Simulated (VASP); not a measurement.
# Mg3NiS4 (I4/mmm) in VASP: further runs

Mg3NiS4 is run at these levels: PBE; tasks: single point.

All numbers are computed with VASP 6.6.1; they aren't measurements. Logs are shortened: lines on timing, memory, paths and dates and some standing lists are left out, and cuts for length are marked.

**1. The cell of the first run**

It takes space group I4/mmm (No. 139, tetragonal). Conventional cell: a = 5.132 Å, b = 5.132 Å, c = 10.147 Å, α = 90.00°, β = 90.00°, γ = 90.00°. Within 3.3 Å of Mg (site symmetry -4m2) lie 6 S at 2.54 to 2.57 Å. Within 3.4 Å of Mg (site symmetry 4/mmm) lie 6 S at 2.57 to 2.74 Å. Within 3.1 Å of Ni (site symmetry 4/mmm) lie 6 S at 2.34 to 2.57 Å. S (site symmetry mmm) has 4 Mg at 2.54 to 2.57 Å and 2 Ni at 2.57 Å within 3.3 Å. Within 3.1 Å of S (site symmetry 4mm) lie 1 Ni at 2.34 Å and 5 Mg at 2.57 to 2.74 Å.

**2. Single point, PBE**

The input, INCAR:

```
SYSTEM = Mg3NiS4
PREC = Accurate
ENCUT = 600
EDIFF = 1E-6
ISMEAR = 0
SIGMA = 0.2
LREAL = .FALSE.
LASPH = .TRUE.
NELM = 120
ALGO = Normal
ISIF = 2
LWAVE = .FALSE.
LCHARG = .TRUE.
GGA = PE
LELF = .TRUE.
LVHAR = .TRUE.
NBANDS = 30
GGA_COMPAT = .FALSE.
```

The input, KPOINTS:

```
Automatic mesh
0
G
  6 6 6
  0 0 0
```

The input, POSCAR:

```
Mg3NiS4
1.0
    5.1324151876      0.0000000000      0.0000000000
    0.0000000000      5.1324151876      0.0000000000
   -2.5662075938     -2.5662075938      5.0734872000
Mg Ni S
3 1 4
Direct
    0.2500000000      0.7500000000      0.5000000000
    0.7500000000      0.2500000000      0.5000000000
    0.5000000000      0.5000000000      1.0000000000
    0.0000000000      0.0000000000      1.0000000000
    0.0000000000      0.5000000000      0.0000000000
    0.5000000000      0.0000000000      0.0000000000
    0.2304400497      0.2304400497      0.4608800994
    0.7695599503      0.7695599503      0.5391199006
```

Potentials or basis: VASP PAW PBE potentials, release 64 (Mg, Ni, S).

Command:

```console
> cat potpaw_PBE.64/Mg/POTCAR potpaw_PBE.64/Ni/POTCAR potpaw_PBE.64/S/POTCAR > POTCAR
> mpirun -np 1 vasp_std > vasp.out
```

OUTCAR:

```text
SYSTEM = Mg3NiS4
   PREC = Accurate
   ENCUT = 600
   EDIFF = 1E-6
   ISMEAR = 0
   LREAL = .FALSE.
   LASPH = .TRUE.
   NELM = 120
   ISIF = 2
   GGA = PE

 ion  position               nearest neighbor table
   1  0.250  0.750  0.500-   6 2.54   5 2.54   7 2.57   8 2.57   8 2.57   7 2.57   3 3.61   3 3.61
                             3 3.61   3 3.61   2 3.63   2 3.63   2 3.63   2 3.63
   2  0.750  0.250  0.500-   5 2.54   6 2.54   7 2.57   8 2.57   8 2.57   7 2.57   3 3.61   3 3.61
                             3 3.61   3 3.61   1 3.63   1 3.63   1 3.63   1 3.63
   3  0.500  0.500  0.000-   5 2.57   6 2.57   6 2.57   5 2.57   8 2.74   7 2.74   1 3.61   1 3.61
                             2 3.61   1 3.61   2 3.61   1 3.61   2 3.61   2 3.61
   4  0.000  0.000  0.000-   7 2.34   8 2.34   5 2.57   6 2.57   5 2.57   6 2.57
   5  0.000  0.500  0.000-   1 2.54   2 2.54   4 2.57   3 2.57   4 2.57   3 2.57
   6  0.500  0.000  0.000-   2 2.54   1 2.54   4 2.57   3 2.57   3 2.57   4 2.57
   7  0.230  0.230  0.461-   4 2.34   1 2.57   1 2.57   2 2.57   2 2.57   3 2.74
   8  0.770  0.770  0.539-   4 2.34   2 2.57   1 2.57   2 2.57   1 2.57   3 2.74

  LATTYP: Found a body centered tetragonal cell.
 ALAT       =     5.1324151876
 C/A-ratio  =     1.9770369366

  Lattice vectors:

 A1 = (   2.5662075938,  -2.5662075938,  -5.0734872000)
 A2 = (  -2.5662075938,   2.5662075938,  -5.0734872000)
 A3 = (   2.5662075938,   2.5662075938,   5.0734872000)

Analysis of symmetry for initial positions (statically):
=====================================================================
 Subroutine PRICEL returns:
 Original cell was already a primitive cell.

 Routine SETGRP: Setting up the symmetry group for a
 body centered tetragonal supercell.

 Subroutine GETGRP returns: Found 16 space group operations
 (whereof 16 operations were pure point group operations)
 out of a pool of 16 trial point group operations.

The static configuration has the point symmetry D_4h.

Analysis of symmetry for dynamics (positions and initial velocities):
=====================================================================
 Subroutine PRICEL returns:
 Original cell was already a primitive cell.

 Routine SETGRP: Setting up the symmetry group for a
 body centered tetragonal supercell.

 Subroutine GETGRP returns: Found 16 space group operations
 (whereof 16 operations were pure point group operations)
 out of a pool of 16 trial point group operations.

The dynamic configuration has the point symmetry D_4h.

 Subroutine INISYM returns: Found 16 space group operations
 (whereof 16 operations are pure point group operations),
 and found     1 'primitive' translations

----------------------------------------------------------------------------------------

                                     Primitive cell

  volume of cell :     133.6442

  direct lattice vectors                    reciprocal lattice vectors
     5.132415188  0.000000000  0.000000000     0.194840044  0.000000000  0.098551545
     0.000000000  5.132415188  0.000000000     0.000000000  0.194840044  0.098551545
    -2.566207594 -2.566207594  5.073487200     0.000000000  0.000000000  0.197103089

  length of vectors
     5.132415188  5.132415188  6.237877459     0.218346169  0.218346169  0.197103089

  position of ions in fractional coordinates (direct lattice)
     0.250000000  0.750000000  0.500000000
     0.750000000  0.250000000  0.500000000
     0.500000000  0.500000000  0.000000000
     0.000000000  0.000000000  0.000000000
     0.000000000  0.500000000  0.000000000
     0.500000000  0.000000000  0.000000000
     0.230440050  0.230440050  0.460880099
     0.769559950  0.769559950  0.539119901

  ion indices of the primitive-cell ions
   primitive index   ion index
                 1           1
                 2           2
                 3           3
                 4           4
                 5           5
                 6           6
                 7           7
                 8           8

----------------------------------------------------------------------------------------

 KPOINTS: Automatic mesh

Automatic generation of k-mesh.
 Grid dimensions read from file:
 generate k-points for:    6    6    6

 Generating k-lattice:

  Cartesian coordinates                     Fractional coordinates (reciprocal lattice)
     0.032473341  0.000000000  0.016425257     0.166666667  0.000000000  0.000000000
     0.000000000  0.032473341  0.016425257     0.000000000  0.166666667  0.000000000
     0.000000000  0.000000000  0.032850515     0.000000000  0.000000000  0.166666667

  Length of vectors
     0.036391028  0.036391028  0.032850515

  Shift w.r.t. Gamma in fractional coordinates (k-lattice)
     0.000000000  0.000000000  0.000000000

 Subroutine IBZKPT returns following result:
 ===========================================

 Found     30 irreducible k-points:

 Following reciprocal coordinates:
            Coordinates               Weight
  0.000000  0.000000  0.000000      1.000000
  0.166667  0.000000  0.000000      8.000000
  0.333333  0.000000  0.000000      8.000000
  0.500000  0.000000 -0.000000      4.000000
  0.166667  0.166667  0.000000      8.000000
  0.333333  0.166667  0.000000     16.000000
[... 16 lines left out ...]
 -0.333333  0.333333  0.166667      8.000000
  0.500000  0.500000  0.166667      4.000000
 [... further k-points ...]
   k-points           NKPTS =     30   k-points in BZ     NKDIM =     30   number of bands    NBANDS=     30
   number of dos      NEDOS =    301   number of ions     NIONS =      8
   total plane-waves  NPLWV =  88200
   dimension x,y,z NGX =    42 NGY =   42 NGZ =   50
   dimension x,y,z NGXF=    84 NGYF=   84 NGZF=  100
   ions per type =               3   1   4
   NGX,Y,Z   is equivalent  to a cutoff of  13.60, 13.60, 13.33 a.u.
   NGXF,Y,Z  is equivalent  to a cutoff of  27.21, 27.21, 26.65 a.u.
 SYSTEM =  Mg3NiS4
   PREC   = accura    normal or accurate (medium, high low for compatibility)
   ISTART =      0    job   : 0-new  1-cont  2-samecut
   ICHARG =      2    charge: 1-file 2-atom 10-const
   ISPIN  =      1    spin polarized calculation?
   LNONCOLLINEAR =      F non collinear calculations
   LSORBIT =      F    spin-orbit coupling
   LASPH  =      T    aspherical Exc in radial PAW
   ENCUT  =  600.0 eV  44.10 Ry    6.64 a.u.  10.25 10.25 12.46*2*pi/ulx,y,z
   NELM   =    120;   NELMIN=  2; NELMDL= -5     # of ELM steps
   EDIFF  = 0.1E-05   stopping-criterion for ELM
   LREAL  =      F    real-space projection
   EDIFFG = 0.1E-04   stopping-criterion for IOM
   NSW    =      0    number of steps for IOM
   IBRION =     -1    ionic relax: 0-MD 1-quasi-New 2-CG
   NFREE  =      0    steps in history (QN), initial steepest desc. (CG)
   ISIF   =      2    stress and relaxation
   ISYM   =      2    0-nonsym 1-usesym 2-fastsym
   POTIM  = 0.5000    time-step for ionic-motion
   TEBEG  =    0.0;   TEEND  =   0.0 temperature during run
   PSTRESS=    0.0 pullay stress
   NELECT =      40.0000    total number of electrons
   NUPDOWN=      -1.0000    fix difference up-down
   EMIN   =  10.00;   EMAX   =-10.00  energy-range for DOS
   EFERMI =   0.00;   METHOD = LEGACY
   ISMEAR =     0;   SIGMA  =   0.20  broadening in eV -4-tet -1-fermi 0-gaus
   EFERMI_NEDOS =   21; number of points for ismear=-14 and -15
   IALGO  =     38    algorithm
   IMIX   =      4    mixing-type and parameters
     AMIX     =   0.40;   BMIX     =  1.00
     AMIX_MAG =   1.60;   BMIX_MAG =  1.00
  volume/ion in A,a.u.               =      16.71       112.73
  Fermi-wavevector in a.u.,A,eV,Ry     =   1.095077  2.069396 16.316029  1.199194
  Thomas-Fermi vector in A             =   2.231394
   LORBIT       =      0    0 simple, 1 ext, 2 COOP (PROOUT), +10 PAW based schemes
   GGA     = PE    functional components
   LHFCALC =     F    Hartree Fock is set to
   AEXX    =    0.0000 exact exchange contribution
   IVDW    =     0    specifies the selected vdW correction
   LEPSILON=     F    determine dielectric tensor
   LRPA    =     F    only Hartree local field effects (RPA)
 non-spin polarized calculation
 Gauss-broadening in eV      SIGMA  =   0.20
  energy-cutoff  :      600.00
  volume of cell :      133.64
 maximum number of plane-waves:      4483
 NGX is ok and might be reduce to    42
   NGX = 21   NGY = 21   NGZ = 25

 number of electron      39.9999996 magnetization

 Free energy of the ion-electron system (eV)
  ---------------------------------------------------
  ext. energy  EPLUGINS =         0.00000000
  ---------------------------------------------------
  free energy    TOTEN  =       -35.06968635 eV

  energy without entropy =      -35.05535179  energy(sigma->0) =      -35.06251907

 E-fermi :   5.5287     XC(G=0): -10.1027

 val. band max:        5.4066569893   @ k =   0.1667   0.1667   0.1667
 cond. band min:       5.6651290896   @ k =  -0.3333   0.0000   0.1667
 fundamental gap:      0.2584721003
 Fermi energy:         5.5287061309

 k-point     1 :       0.0000    0.0000    0.0000
  band No.  band energies     occupation
      1      -8.6516      2.00000
      2      -6.8009      2.00000
      3      -6.7920      2.00000
      4      -6.7885      2.00000
      5       0.0121      2.00000
      6       0.8449      2.00000
[... 22 lines left out ...]
     29      12.4662      0.00000
     30      12.5746      0.00000

 k-point     2 :       0.1667    0.0000    0.0000
  band No.  band energies     occupation
      1      -8.5312      2.00000
      2      -6.8886      2.00000
      3      -6.8573      2.00000
      4      -6.7984      2.00000
      5       0.0894      2.00000
      6       0.4081      2.00000
[... 718 lines left out ...]
 k-point    24 :       0.5000    0.5000    0.1667
  band No.  band energies     occupation
      1      -7.3485      2.00000
      2      -7.2608      2.00000
      3      -7.2288      2.00000
      4      -7.2157      2.00000
      5      -0.5679      2.00000
      6      -0.5633      2.00000
[... 22 lines left out ...]
     29      11.5533      0.00000
     30      11.6779      0.00000

 [... further k-points ...]

------------------------ aborting loop because EDIFF is reached ----------------------------------------

  FORCE on cell =-STRESS in cart. coord.  units (eV):
  Direction    XX          YY          ZZ          XY          YZ          ZX
  --------------------------------------------------------------------------------------
  -------------------------------------------------------------------------------------
  Total       -0.1984099     -0.1984099     -0.1448374      0.0000000      0.0000000      0.0000000
  in kB       -2.3786128     -2.3786128     -1.7363652      0.0000000      0.0000000      0.0000000
  external PRESSURE =      -2.1645303 kB  Pullay stress =       0.0000000 kB

 VOLUME and BASIS-vectors are now :
 -----------------------------------------------------------------------------
  energy-cutoff  :      600.00
  volume of cell :      133.64
      direct lattice vectors                 reciprocal lattice vectors
     5.132415188  0.000000000  0.000000000     0.194840044  0.000000000  0.098551545
     0.000000000  5.132415188  0.000000000     0.000000000  0.194840044  0.098551545
    -2.566207594 -2.566207594  5.073487200     0.000000000  0.000000000  0.197103089

 POSITION                                       TOTAL-FORCE (eV/Angst)
 -----------------------------------------------------------------------------------
      0.00000      2.56621      2.53674         0.000000     -0.000000      0.000000
      2.56621      0.00000      2.53674        -0.000000      0.000000      0.000000
      2.56621      2.56621      0.00000        -0.000000      0.000000      0.000000
      0.00000      0.00000      0.00000        -0.000000      0.000000      0.000000
      0.00000      2.56621      0.00000        -0.000000      0.000000      0.000000
      2.56621      0.00000      0.00000        -0.000000      0.000000      0.000000
      0.00000      0.00000      2.33827        -0.000000     -0.000000      0.027660
      2.56621      2.56621      2.73522         0.000000      0.000000     -0.027660
 -----------------------------------------------------------------------------------
    total drift:                                0.000000      0.000000     -0.000000

  FREE ENERGIE OF THE ION-ELECTRON SYSTEM (eV)
  ---------------------------------------------------
  free  energy   TOTEN  =       -35.0696863521 eV

  energy  without entropy=      -35.0553517875  energy(sigma->0) =      -35.06251907
```

Run time: 4.9 min. Hardware: 1 thread of Intel Xeon 8259CL, shared host; peak memory 0.37 GiB.

What came out:

| Quantity | Value |
| --- | --- |
| Free energy | -35.0697 eV |
| Pressure | -0.2 GPa |
| Largest force | 0.028 eV/Å |
| Band gap on the k mesh | zero (bands 20 and 21 overlap by 1.74 eV) |

Forces on the atoms (eV/Å):
```
Mg   0.000  0.000  0.000
Mg   0.000  0.000  0.000
Mg   0.000  0.000  0.000
Ni   0.000  0.000  0.000
S    0.000  0.000  0.000
S    0.000  0.000  0.000
S    0.000  0.000  0.028
S    0.000  0.000 -0.028
```

Levels at points of the mesh, in eV from the Fermi level:
| k point | band 18 | band 19 | band 20 | band 21 | band 22 | band 23 |
| --- | --- | --- | --- | --- | --- | --- |
| (0.00, 0.00, 0.00) | -1.20 | -1.09 | -1.09 | -1.06 | 1.64 | 2.81 |
| (0.50, 0.00, 0.00) | -1.18 | -1.06 | -0.94 | 0.54 | 4.04 | 4.36 |
| (0.50, 0.50, 0.00) | -0.99 | -0.72 | 0.68 | 1.06 | 3.44 | 3.66 |
| (0.00, 0.00, 0.50) | -1.21 | -1.01 | -1.01 | -0.85 | 1.45 | 1.83 |

Caveat: the run has no spin polarisation, though such a crystal can be magnetic. Spin polarisation is off, so any magnetic state and its effect on volume and gap are missing.

**3. Single point, PBE, collinear spin, ferromagnetic start**

This run uses another cell than the first one, of 16.82 Å³/atom.

The input, INCAR:

```
SYSTEM = Mg3NiS4
ALGO = Normal
EDIFF = 1E-6
ENCUT = 600
GGA = PE
GGA_COMPAT = .FALSE.
ISIF = 2
ISMEAR = 0
ISPIN = 2
LASPH = .TRUE.
LCHARG = .FALSE.
LMAXMIX = 4
LORBIT = 11
LREAL = .FALSE.
LWAVE = .FALSE.
MAGMOM = 0 0 0 2 0 0 0 0
NBANDS = 34
NELM = 200
PREC = Accurate
SIGMA = 0.1
```

The input, KPOINTS:

```
k-points
0
G
  4 4 4
  0 0 0
```

The input, POSCAR:

```
Mg3NiS4
1.0
   -2.5684936969      2.5684936969      5.1004273398
    2.5684936969     -2.5684936969      5.1004273398
    2.5684936969      2.5684936969     -5.1004273398
Mg Ni S
3 1 4
Direct
    0.7500000000      0.2500000000      0.5000000000
    0.2500000000      0.7500000000      0.5000000000
    0.5000000000      0.5000000000      0.0000000000
    0.0000000000      0.0000000000      0.0000000000
    0.5000000000      0.0000000000      0.5000000000
    0.0000000000      0.5000000000      0.5000000000
    0.2329097214      0.2329097214      0.0000000000
    0.7670902786      0.7670902786      0.0000000000
```

Potentials or basis: VASP PAW PBE potentials, release 64 (Mg, Ni, S).

Command:

```console
> cat potpaw_PBE.64/Mg/POTCAR potpaw_PBE.64/Ni/POTCAR potpaw_PBE.64/S/POTCAR > POTCAR
> mpirun -np 1 vasp_std > vasp.out
```

Wall time 7.3 min (1 thread of Intel Xeon 8259CL, shared host); peak memory 0.5 GiB.

Results (log left out):

```
Free energy                                           : -35.0166 eV
Pressure                                              : -0.3 GPa
Largest force                                         : 0.023 eV/Å
Net moment                                            : 1.00 μB per cell
Site moments                                          : Mg -0.00, +0.01 (each value once); Ni +0.72; S +0.06, +0.03 (each value once) μB
Valence electrons inside the program's atomic spheres : Mg 0.32, 0.30 (each value once); Ni 8.98; S 3.76, 3.79 (each value once)
```

Forces in eV/Å, atoms in the order of the input:
```
Mg   0.000  0.000  0.000
Mg   0.000  0.000  0.000
Mg   0.000  0.000  0.000
Ni   0.000  0.000  0.000
S    0.000  0.000  0.000
S    0.000  0.000  0.000
S    0.000  0.000  0.023
S    0.000  0.000 -0.023
```

Levels at points of the mesh, in eV from the Fermi level:
Spin up:
| k point | band 17 | band 18 | band 19 | band 20 | band 21 | band 22 | band 23 | band 24 | band 25 | band 26 |
| --- | --- | --- | --- | --- | --- | --- | --- | --- | --- | --- |
| (0.00, 0.00, 0.00) | -1.39 | -1.39 | -1.00 | -0.89 | -0.89 | 1.85 | 3.01 | 4.03 | 4.61 | 4.91 |
| (0.50, 0.00, 0.00) | -1.56 | -1.32 | -1.24 | -1.05 | 0.27 | 4.25 | 4.58 | 5.05 | 5.18 | 5.28 |
| (0.50, 0.50, 0.00) | -1.28 | -1.17 | -0.75 | 0.41 | 0.82 | 3.70 | 3.86 | 4.92 | 4.93 | 5.85 |
| (0.50, 0.50, 0.50) | -1.73 | -1.62 | -1.25 | -1.04 | -1.04 | 1.62 | 2.05 | 4.08 | 4.08 | 4.35 |
Spin down:
| k point | band 17 | band 18 | band 19 | band 20 | band 21 | band 22 | band 23 | band 24 |
| --- | --- | --- | --- | --- | --- | --- | --- | --- |
| (0.00, 0.00, 0.00) | -0.95 | -0.83 | -0.83 | -0.61 | -0.40 | 1.91 | 3.05 | 4.08 |
| (0.50, 0.00, 0.00) | -0.94 | -0.88 | -0.69 | -0.46 | 1.04 | 4.35 | 4.64 | 5.07 |
| (0.50, 0.50, 0.00) | -0.94 | -0.73 | -0.46 | 1.17 | 1.56 | 3.72 | 3.90 | 4.97 |
| (0.50, 0.50, 0.50) | -1.21 | -0.77 | -0.77 | -0.61 | -0.18 | 1.72 | 2.07 | 4.15 |

Caveat: a cell with one magnetic atom can't hold antiferromagnetic order, which such compounds often take. With open d or f shells a metallic result of PBE can be an artefact of self-interaction; +U or a hybrid may open a gap.

[end of part 1 of 2]
